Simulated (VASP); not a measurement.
# Cu (P6_3/mmc) in VASP: elastic constants with PBEsol

Aim: the elastic constants of Cu with PBEsol.

All numbers are computed with VASP 6.6.1; they aren't measurements. Logs are shortened: lines on timing, memory, paths and dates and some standing lists are left out, and cuts for length are marked.

### Step 1. The cell of the first run

It takes space group P6_3/mmc (No. 194, hexagonal). Conventional cell: a = 2.456 Å, b = 2.456 Å, c = 4.026 Å, α = 90.00°, β = 90.00°, γ = 120.00°. Cu (site symmetry -6m2) has 12 Cu at 2.46 Å within 3.2 Å.

### Step 2. Elastic constants, PBEsol

File INCAR:

```
SYSTEM = Cu
ALGO = Normal
EDIFF = 1E-8
ENCUT = 600
GGA = PS
IBRION = 6
ISIF = 3
ISMEAR = -1
LASPH = .TRUE.
LCHARG = .FALSE.
LREAL = .FALSE.
LWAVE = .FALSE.
NBANDS = 18
NELM = 100
NFREE = 2
NSW = 1
POTIM = 0.015
PREC = Accurate
SIGMA = 0.15
```

File KPOINTS:

```
k-points
0
G
  18 18 10
  0 0 0
```

File POSCAR:

```
Cu
1.0
    2.4557656680      0.0000000000      0.0000000000
   -1.2278828340      2.1267554542      0.0000000000
    0.0000000000      0.0000000000      4.0263313076
Cu
2
Direct
    0.3333333333      0.6666666667      0.2500000000
    0.6666666667      0.3333333333      0.7500000000
```

Potentials or basis: VASP PAW PBE potentials, release 64 (Cu).

The run is started by

```console
$ cat potpaw_PBE.64/Cu/POTCAR > POTCAR
$ mpirun -np 1 vasp_std > vasp.out
```

OUTCAR:

```text
SYSTEM = Cu
   EDIFF = 1E-8
   ENCUT = 600
   GGA = PS
   IBRION = 6
   ISIF = 3
   ISMEAR = -1
   LASPH = .TRUE.
   LREAL = .FALSE.
   NELM = 100
   NFREE = 2
   NSW = 1
   POTIM = 0.015
   PREC = Accurate

 ion  position               nearest neighbor table
   1  0.333  0.667  0.250-   2 2.46   2 2.46   2 2.46   2 2.46   2 2.46   2 2.46
   2  0.667  0.333  0.750-   1 2.46   1 2.46   1 2.46   1 2.46   1 2.46   1 2.46

  LATTYP: Found a hexagonal cell.
 ALAT       =     2.4557656680
 C/A-ratio  =     1.6395421436

  Lattice vectors:

 A1 = (   2.4557656680,   0.0000000000,   0.0000000000)
 A2 = (  -1.2278828340,   2.1267554542,   0.0000000000)
 A3 = (   0.0000000000,   0.0000000000,   4.0263313076)

Analysis of symmetry for initial positions (statically):
=====================================================================
 Subroutine PRICEL returns:
 Original cell was already a primitive cell.

 Routine SETGRP: Setting up the symmetry group for a
 hexagonal supercell.

 Subroutine GETGRP returns: Found 24 space group operations
 (whereof 12 operations were pure point group operations)
 out of a pool of 24 trial point group operations.

The static configuration has the point symmetry D_3d.
 The point group associated with its full space group is D_6h.

Analysis of symmetry for dynamics (positions and initial velocities):
=====================================================================
 Subroutine PRICEL returns:
 Original cell was already a primitive cell.

 Routine SETGRP: Setting up the symmetry group for a
 hexagonal supercell.

 Subroutine GETGRP returns: Found 24 space group operations
 (whereof 12 operations were pure point group operations)
 out of a pool of 24 trial point group operations.

The dynamic configuration has the point symmetry D_3d.
 The point group associated with its full space group is D_6h.

 Subroutine INISYM returns: Found 24 space group operations
 (whereof 12 operations are pure point group operations),
 and found     1 'primitive' translations

----------------------------------------------------------------------------------------

                                     Primitive cell

  volume of cell :      21.0288

  direct lattice vectors                    reciprocal lattice vectors
     2.455765668  0.000000000  0.000000000     0.407204976  0.235099903  0.000000000
    -1.227882834  2.126755454  0.000000000     0.000000000  0.470199805  0.000000000
     0.000000000  0.000000000  4.026331308     0.000000000  0.000000000  0.248365056

  length of vectors
     2.455765668  2.455765668  4.026331308     0.470199805  0.470199805  0.248365056

  position of ions in fractional coordinates (direct lattice)
     0.333333333  0.666666667  0.250000000
     0.666666667  0.333333333  0.750000000

  ion indices of the primitive-cell ions
   primitive index   ion index
                 1           1
                 2           2

----------------------------------------------------------------------------------------

 KPOINTS: k-points

Automatic generation of k-mesh.
 Grid dimensions read from file:
 generate k-points for:   18   18   10
[... 104 lines left out ...]

 number of electron      22.0000005 magnetization

 Free energy of the ion-electron system (eV)
  ---------------------------------------------------
  ext. energy  EPLUGINS =         0.00000000
  ---------------------------------------------------
  free energy    TOTEN  =        -8.54296127 eV

  energy without entropy =       -8.49550343  energy(sigma->0) =       -8.51923235

------------------------ aborting loop because EDIFF is reached ----------------------------------------

  FORCE on cell =-STRESS in cart. coord.  units (eV):
  Direction    XX          YY          ZZ          XY          YZ          ZX
  --------------------------------------------------------------------------------------
  -------------------------------------------------------------------------------------
  Total        2.0768804      2.0768804      2.0686874      0.0000000      0.0000000      0.0000000
  in kB      158.2370191    158.2370191    157.6127945      0.0000000      0.0000000      0.0000000
  external PRESSURE =     158.0289442 kB  Pullay stress =       0.0000000 kB
[... 89 lines left out ...]
  FREE ENERGIE OF THE ION-ELECTRON SYSTEM (eV)
  ---------------------------------------------------
  free  energy   TOTEN  =        -8.5061109272 eV

  energy  without entropy=       -8.4586860480  energy(sigma->0) =       -8.48239849

[... ionic steps 4 to 14 ...]

--------------------------------------- Ionic step       15  -------------------------------------------

 number of electron      22.0000003 magnetization

------------------------ aborting loop because EDIFF is reached ----------------------------------------
[... 67 lines left out ...]
--------------------------------------- Ionic step       17  -------------------------------------------

 number of electron      22.0000007 magnetization

 Free energy of the ion-electron system (eV)
  ---------------------------------------------------
  ext. energy  EPLUGINS =         0.00000000
  ---------------------------------------------------
  free energy    TOTEN  =        -8.54171794 eV

  energy without entropy =       -8.49427134  energy(sigma->0) =       -8.51799464

 E-fermi :   8.9049     XC(G=0): -13.6016

 val. band max:        8.8901148270   @ k =   0.2222   0.2222   0.5000
 cond. band min:       8.9052444423   @ k =   0.4444  -0.0000   0.5000
 fundamental gap:      0.0151296153
 Fermi energy:         8.9048867577

 k-point     1 :       0.0000    0.0000    0.0000
  band No.  band energies     occupation
      1      -1.3872      2.00000
      2       3.1161      2.00000
      3       5.4873      2.00000
      4       5.5739      2.00000
      5       5.5739      2.00000
      6       5.8214      2.00000
[... 481 lines left out ...]
      5       5.4243      2.00000
      6       5.5978      2.00000
[... 10 lines left out ...]
     17      22.3119      0.00000
     18      28.7808      0.00000

 [... further k-points ...]
[... 5 lines left out ...]
  --------------------------------------------------------------------------------------
  -------------------------------------------------------------------------------------
  Total        2.0805414      2.0805414      2.0767545      0.0000000      0.0000000      0.0000000
  in kB      158.5159429    158.5159429    158.2274218      0.0000000      0.0000000      0.0000000
  external PRESSURE =     158.4197692 kB  Pullay stress =       0.0000000 kB
[... 17 lines left out ...]
  FREE ENERGIE OF THE ION-ELECTRON SYSTEM (eV)
  ---------------------------------------------------
  free  energy   TOTEN  =        -8.5417179375 eV

  energy  without entropy=       -8.4942713443  energy(sigma->0) =       -8.51799464

 INTERNAL STRAIN TENSORS FROM STRAINED CELLS
 ============================================

 INTERNAL STRAIN TENSOR FOR ION    1 for displacements in x,y,z  (eV/Angst):
          X           Y           Z          XY          YZ          ZX
  --------------------------------------------------------------------------------
  x    -0.00000     0.00000     0.00000    -2.49914     0.00000    -0.00000
  y    -2.48849     2.48709    -0.00000    -0.00005    -0.00002     0.00018
  z    -0.00000    -0.00000     0.00000     0.00000     0.00114    -0.00000

 INTERNAL STRAIN TENSORS FROM DISPLACED ATOMS
 ============================================

 INTERNAL STRAIN TENSOR FOR ION    1 for displacements in x,y,z  (eV/Angst):
          X           Y           Z          XY          YZ          ZX
  --------------------------------------------------------------------------------
  x     0.00000     0.00000     0.00000    -2.50114     0.00000     0.00000
  y    -2.50114     2.50114    -0.00000    -0.00000     0.00000     0.00000
  z     0.00000     0.00000     0.00000     0.00000     0.00000     0.00000

 INTERNAL STRAIN TENSOR FOR ION    2 for displacements in x,y,z  (eV/Angst):
          X           Y           Z          XY          YZ          ZX
  --------------------------------------------------------------------------------
  x     0.00000     0.00000     0.00000     2.50114     0.00000     0.00000
  y     2.50114    -2.50114     0.00000     0.00000     0.00000     0.00000
  z    -0.00000    -0.00000    -0.00000     0.00000    -0.00000     0.00000

 Eigenvectors and eigenvalues of the dynamical matrix
 ----------------------------------------------------

   1 f  =    9.230097 THz    57.994412 2PiTHz  307.882909 cm-1    38.172599 meV
             X         Y         Z           dx          dy          dz
     -0.000000  1.417837  1.006583     0.000000    0.000000    0.707107
      1.227883  0.708918  3.019748     0.000000   -0.000000   -0.707107
[... 16 lines left out ...]
   5 f  =    0.000000 THz     0.000000 2PiTHz    0.000000 cm-1     0.000000 meV
             X         Y         Z           dx          dy          dz
     -0.000000  1.417837  1.006583     0.707107    0.000000    0.000000
      1.227883  0.708918  3.019748     0.707107    0.000000    0.000000

   6 f/i=    0.000000 THz     0.000000 2PiTHz    0.000002 cm-1     0.000000 meV
             X         Y         Z           dx          dy          dz
     -0.000000  1.417837  1.006583     0.000000    0.680787    0.191125
      1.227883  0.708918  3.019748     0.000000    0.680787    0.191125

--------------------------------------------------------------------------------------------------------

 ELASTIC MODULI CONTR FROM IONIC RELAXATION (kBar)
 Direction    XX          YY          ZZ          XY          YZ          ZX
 --------------------------------------------------------------------------------
 XX        -252.6479    252.6479     -0.0000      0.0000     -0.0000      0.0000
 YY         252.6479   -252.6479      0.0000     -0.0000      0.0000      0.0000
 ZZ          -0.0000      0.0000     -0.0000      0.0000     -0.0000      0.0000
 XY           0.0000     -0.0000      0.0000   -252.6479      0.0000      0.0000
 YZ          -0.0000      0.0000     -0.0000      0.0000     -0.0000      0.0000
 ZX           0.0000      0.0000      0.0000      0.0000      0.0000      0.0000
 --------------------------------------------------------------------------------

 TOTAL ELASTIC MODULI (kBar)
 Direction    XX          YY          ZZ          XY          YZ          ZX
 --------------------------------------------------------------------------------
 XX        3306.0589   2015.3219   1353.8971      0.0000     -0.0000      0.0000
 YY        2015.3219   3306.0589   1353.8971     -0.0000      0.0000      0.0000
 ZZ        1353.8971   1353.8971   3916.5525      0.0000     -0.0000      0.0000
 XY           0.0000     -0.0000      0.0000    645.3685      0.0000      0.0000
 YZ          -0.0000      0.0000     -0.0000      0.0000    593.8781      0.0000
 ZX           0.0000      0.0000      0.0000     -0.0000      0.0000    593.8783
 --------------------------------------------------------------------------------
```

Wall time 21 min (1 thread of Intel Xeon 6975P-C (Granite Rapids), shared host); peak memory 0.74 GiB.

Results:

- Voigt bulk modulus: 222 GPa
- Highest phonon frequency at Γ: 308 cm⁻¹

Phonon frequencies in cm⁻¹ (negative: imaginary):
```
              q point        frequencies
(0.000, 0.000, 0.000)  0 0 0 127 127 308
```

Elastic tensor in Voigt notation (GPa, in the Cartesian axes of the cell as first typed):
```
331 202 135   0   0   0
202 331 135   0   0   0
135 135 392   0   0   0
  0   0   0  59   0   0
  0   0   0   0  59   0
  0   0   0   0   0  65
```

Clamped-ion elastic tensor (GPa):
```
356 176 135   0   0   0
176 356 135   0   0   0
135 135 392   0   0   0
  0   0   0  59   0   0
  0   0   0   0  59   0
  0   0   0   0   0  90
```

Caveat: the cell is under stress, which shifts elastic constants; the PAW data sets were made with another functional, which shifts forces and pressure a little.
